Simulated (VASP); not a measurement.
# C (R-3m) in VASP: a series of runs, part 2 of 2

VASP 6.6.1. Earlier steps stand in the parts before.

## 3. Single point, r2SCAN (strain +0.000 along x and y, -0.050 along z)

POSCAR

```
C
1.0
    1.2280263465      0.7090013417      3.1796602974
   -1.2280263465      0.7090013417      3.1796602974
    0.0000000000     -1.4180026834      3.1796602974
C
2
Direct
    0.1640000000      0.1640000000      0.1640000000
    0.8360000000      0.8360000000      0.8360000000
```

INCAR.step1

```
PREC     = Accurate       # precision mode
ENCUT    = 520            # plane-wave cutoff, eV
ISMEAR   = 0              # smearing method
SIGMA    = 0.05           # smearing width, eV
LREAL    = False          # projectors in reciprocal space
LASPH    = True           # aspherical terms in the spheres
NELM     = 60             # most SCF steps
NBANDS   = 11             # bands
GGA      = PE             # functional
ALGO     = Normal         # electronic algorithm
EDIFF    = 1E-4           # SCF threshold, eV
LWAVE    = True           # write WAVECAR
LCHARG   = False          # write CHGCAR
```

INCAR.step2

```
PREC     = Accurate       # precision mode
ENCUT    = 520            # plane-wave cutoff, eV
EDIFF    = 1E-6           # SCF threshold, eV
ISMEAR   = 0              # smearing method
SIGMA    = 0.05           # smearing width, eV
LREAL    = False          # projectors in reciprocal space
LASPH    = True           # aspherical terms in the spheres
NELM     = 60             # most SCF steps
ALGO     = Normal         # electronic algorithm
ISIF     = 2              # what is computed and relaxed
LWAVE    = False          # write WAVECAR
LCHARG   = False          # write CHGCAR
METAGGA  = R2SCAN         # meta-GGA
LMIXTAU  = True         
NBANDS   = 11             # bands
ISTART   = 1
```

KPOINTS

```
Automatic mesh
0
Gamma
  12 12 12
```

Potentials or basis: VASP PAW PBE potentials, release 64 (C).

On the command line:

```console
$ cat potpaw_PBE.64/C/POTCAR > POTCAR
$ cp INCAR.step1 INCAR
$ mpirun -np 1 vasp_std > vasp.out
$ cp INCAR.step2 INCAR
$ mpirun -np 1 vasp_std > vasp.out
```

Run time: 2.9 min. Hardware: 1 thread of Intel Xeon Platinum 8259CL at 2.50GHz (Skylake/Cascade Lake), shared host; peak memory 0.17 GiB.

The run converged. Its results:

| Item | Value |
| --- | --- |
| Free energy | -19.8353 eV |
| Pressure | 1.7 GPa |
| Largest force | 0.835 eV/Å |
| Band gap on the k mesh | 1.04 eV, direct |

Forces in eV/Å, atoms in the order of the input:
```
C    0.000  0.000  0.835
C    0.000  0.000 -0.835
```

Stress tensor (GPa, compression positive):
```
0.64 0.00 0.00
0.00 0.64 0.00
0.00 0.00 3.76
```

Levels at points of the mesh, in eV from the valence-band top:
```csv
k point,band 2,band 3,band 4,band 5,band 6,band 7
"(0.00, 0.00, 0.00)",-6.13,-2.62,-2.62,5.47,9.31,9.31
"(0.50, 0.00, 0.00)",-13.59,-6.20,-1.42,2.58,8.61,13.76
"(0.50, 0.50, 0.00)",-13.46,-6.30,-2.55,1.94,8.01,14.66
"(0.50, 0.50, 0.50)",-8.77,-2.65,-2.65,9.24,9.24,13.13
```

Caveat: the cell differs from its parent crystal (strain +0.000 along x and y, -0.050 along z); the PAW data sets were made with another functional, which shifts forces and pressure a little. A k mesh can miss the band edges.

## 4. Single point, r2SCAN (strain -0.025 along x and y, +0.000 along z)

POSCAR

```
C
1.0
    1.1973256878      0.6912763082      3.3470108394
   -1.1973256878      0.6912763082      3.3470108394
    0.0000000000     -1.3825526163      3.3470108394
C
2
Direct
    0.1640000000      0.1640000000      0.1640000000
    0.8360000000      0.8360000000      0.8360000000
```

INCAR.step1

```
PREC = Accurate
ENCUT = 520
ISMEAR = 0
SIGMA = 0.05
LREAL = False
LASPH = True
NELM = 100
NBANDS = 11
GGA = PE
ALGO = Normal
EDIFF = 1E-4
LWAVE = True
LCHARG = False
```

INCAR.step2

```
PREC = Accurate
ENCUT = 520
EDIFF = 1E-6
ISMEAR = 0
SIGMA = 0.05
LREAL = False
LASPH = True
NELM = 100
ALGO = Normal
ISIF = 2
LWAVE = False
LCHARG = True
METAGGA = R2SCAN
LMIXTAU = True
LELF = True
LVHAR = True
NBANDS = 11
ISTART = 1
```

KPOINTS

```
regular mesh
0
Gamma
  12 12 12
```

On the command line:

```console
$ cat potpaw_PBE.64/C/POTCAR > POTCAR
$ cp INCAR.step1 INCAR
$ mpirun -np 1 vasp_std > vasp.out
$ cp INCAR.step2 INCAR
$ mpirun -np 1 vasp_std > vasp.out
```

It took 2.9 min on 1 thread of Intel Xeon Platinum 8259CL at 2.50GHz (Skylake/Cascade Lake), shared host; peak memory 0.17 GiB.

The run converged. Its results:

```
Free energy            : -19.7483 eV
Pressure               : 25.0 GPa
Largest force          : 0.886 eV/Å
Band gap on the k mesh : 0.77 eV, direct
```

Forces in eV/Å, atoms in the order of the input:
```
C    0.000  0.000  0.886
C    0.000  0.000 -0.886
```

Stress tensor (GPa, compression positive):
```
37.22  0.00  0.00
 0.00 37.22  0.00
 0.00  0.00  0.60
```

Levels at points of the mesh, in eV from the valence-band top:
```
           k point  band 2  band 3  band 4  band 5  band 6  band 7
(0.00, 0.00, 0.00)   -7.20   -2.74   -2.74    4.46    9.66    9.66
(0.50, 0.00, 0.00)  -14.23   -6.60   -1.87    2.43    9.17   13.40
(0.50, 0.50, 0.00)  -14.15   -6.65   -2.70    1.89    8.76   14.30
(0.50, 0.50, 0.50)   -9.19   -2.76   -2.76    9.62    9.62   11.31
```

Caveat: the cell differs from its parent crystal (strain -0.025 along x and y, +0.000 along z); the PAW data sets were made with another functional, which shifts forces and pressure a little.

## 5. Single point, r2SCAN (strain +0.000 along x and y, -0.025 along z)

POSCAR

```
C
1.0
    1.2280263465      0.7090013417      3.2633355684
   -1.2280263465      0.7090013417      3.2633355684
    0.0000000000     -1.4180026834      3.2633355684
C
2
Direct
    0.1640000000      0.1640000000      0.1640000000
    0.8360000000      0.8360000000      0.8360000000
```

INCAR.step1

```
SYSTEM = C
  ALGO = Normal
  EDIFF = 1E-4
  ENCUT = 520
  GGA = PE
  ISMEAR = 0
  LASPH = .TRUE.
  LCHARG = .FALSE.
  LREAL = .FALSE.
  LWAVE = .TRUE.
  NBANDS = 11
  NELM = 100
  PREC = Accurate
  SIGMA = 0.05
```

INCAR.step2

```
SYSTEM = C
  ALGO = Normal
  EDIFF = 1E-7
  ENCUT = 520
  ISIF = 2
  ISMEAR = 0
  ISTART = 1
  LASPH = .TRUE.
  LCHARG = .FALSE.
  LMIXTAU = .TRUE.
  LREAL = .FALSE.
  LWAVE = .FALSE.
  METAGGA = R2SCAN
  NBANDS = 11
  NELM = 100
  PREC = Accurate
  SIGMA = 0.05
```

KPOINTS

```
k-points
0
G
  12 12 12
  0 0 0
```

On the command line:

```console
$ cat potpaw_PBE.64/C/POTCAR > POTCAR
$ cp INCAR.step1 INCAR
$ mpirun -np 1 vasp_std > vasp.out
$ cp INCAR.step2 INCAR
$ mpirun -np 1 vasp_std > vasp.out
```

Wall time 3.4 min (1 thread of Intel Xeon Platinum 8259CL at 2.50GHz (Skylake/Cascade Lake), shared host); peak memory 0.17 GiB.

Results (log left out):

| Item | Value |
| --- | --- |
| Free energy | -19.8434 eV |
| Pressure | 1.2 GPa |
| Largest force | 0.867 eV/Å |
| Band gap on the k mesh | 0.91 eV, direct |

Forces on the atoms (eV/Å):
```
C    0.000  0.000  0.867
C    0.000  0.000 -0.867
```

Stress tensor (GPa, compression positive):
```
0.78 0.00 0.00
0.00 0.78 0.00
0.00 0.00 2.06
```

Levels at points of the mesh, in eV from the valence-band top:
```tsv
k point	band 1	band 2	band 3	band 4	band 5	band 6	band 7	band 8	band 9
(0.00, 0.00, 0.00)	-20.54	-6.38	-2.70	-2.70	5.11	9.23	9.23	12.87	13.85
(0.50, 0.00, 0.00)	-14.91	-13.65	-6.29	-1.56	2.49	8.49	13.49	13.63	20.07
(0.50, 0.50, 0.00)	-14.76	-13.55	-6.36	-2.55	1.91	7.99	14.32	17.12	21.48
(0.50, 0.50, 0.50)	-20.18	-8.71	-2.72	-2.72	9.18	9.18	12.38	13.00	13.59
```

Caveat: the cell differs from its parent crystal (strain +0.000 along x and y, -0.025 along z); the PAW data sets were made with another functional, which shifts forces and pressure a little.

## 6. Single point, r2SCAN (strain -0.025 along x and y, +0.025 along z)

POSCAR

```
C
1.0
    1.1973256878      0.6912763082      3.4306861104
   -1.1973256878      0.6912763082      3.4306861104
    0.0000000000     -1.3825526163      3.4306861104
C
2
Direct
    0.1640000000      0.1640000000      0.1640000000
    0.8360000000      0.8360000000      0.8360000000
```

INCAR.step1

```
  PREC = Accurate
  ENCUT = 520
  ISMEAR = 0
  SIGMA = 0.05
  LREAL = False
  LASPH = True
  NELM = 80
  NBANDS = 11
  GGA = PE
  ALGO = Normal
  EDIFF = 1E-4
  LWAVE = True
  LCHARG = False
```

INCAR.step2

```
  PREC = Accurate
  ENCUT = 520
  EDIFF = 1E-6
  ISMEAR = 0
  SIGMA = 0.05
  LREAL = False
  LASPH = True
  NELM = 80
  ALGO = Normal
  ISIF = 2
  LWAVE = False
  LCHARG = False
  METAGGA = R2SCAN
  LMIXTAU = True
  NBANDS = 11
  ISTART = 1
```

KPOINTS

```
regular mesh
0
Gamma
  12 12 12
```

Potentials or basis: VASP PAW PBE potentials, release 64 (C).

On the command line:

```console
$ cat potpaw_PBE.64/C/POTCAR > POTCAR
$ cp INCAR.step1 INCAR
$ mpirun -np 1 vasp_std > vasp.out
$ cp INCAR.step2 INCAR
$ mpirun -np 1 vasp_std > vasp.out
```

Run time: 2.9 min. Hardware: 1 thread of Intel Xeon Platinum 8259CL at 2.50GHz (Skylake/Cascade Lake), shared host; peak memory 0.17 GiB.

It converged, with:

```
Free energy            : -19.7490 eV
Pressure               : 24.2 GPa
Largest force          : 0.914 eV/Å
Band gap on the k mesh : 0.67 eV, direct
```

Forces on the atoms (eV/Å):
```
C    0.000  0.000  0.914
C    0.000  0.000 -0.914
```

Stress tensor (GPa, compression positive):
```
36.41  0.00  0.00
 0.00 36.41  0.00
 0.00  0.00 -0.30
```

Levels at points of the mesh, in eV from the valence-band top:
```tsv
k point	band 2	band 3	band 4	band 5	band 6	band 7
(0.00, 0.00, 0.00)	-7.39	-2.80	-2.80	4.18	9.60	9.60
(0.50, 0.00, 0.00)	-14.28	-6.66	-1.98	2.36	9.09	13.12
(0.50, 0.50, 0.00)	-14.21	-6.70	-2.70	1.87	8.74	14.01
(0.50, 0.50, 0.50)	-9.14	-2.81	-2.81	9.57	9.57	10.61
```

Caveat: the cell differs from its parent crystal (strain -0.025 along x and y, +0.025 along z); the PAW data sets were made with another functional, which shifts forces and pressure a little.

## 7. Summary

| cell | gap on the mesh (eV) | pressure (GPa) | largest force (eV/Å) |
| --- | --- | --- | --- |
| a = 3.764 Å, angles 36.1°, 2 atoms | 0.56 | 52.4 | 0.90 |
| a = 3.482 Å, angles 41.3°, 2 atoms | 1.04 | 1.7 | 0.83 |
| a = 3.621 Å, angles 38.6°, 2 atoms | 0.77 | 25.0 | 0.89 |
| a = 3.558 Å, angles 40.4°, 2 atoms | 0.91 | 1.2 | 0.87 |
| a = 3.699 Å, angles 37.8°, 2 atoms | 0.67 | 24.2 | 0.91 |

Alike in all rows: task single point; level r2SCAN; potentials or basis VASP PAW PBE potentials, release 64 (C); no spin polarisation; k mesh 12 × 12 × 12; cutoff (eV) 520; smearing gaussian 0.05 eV.

Caveats: the PAW data sets were made with another functional, which shifts forces and pressure a little.

Total energies depend on the potentials used, so only differences within one code and one set of settings carry meaning.
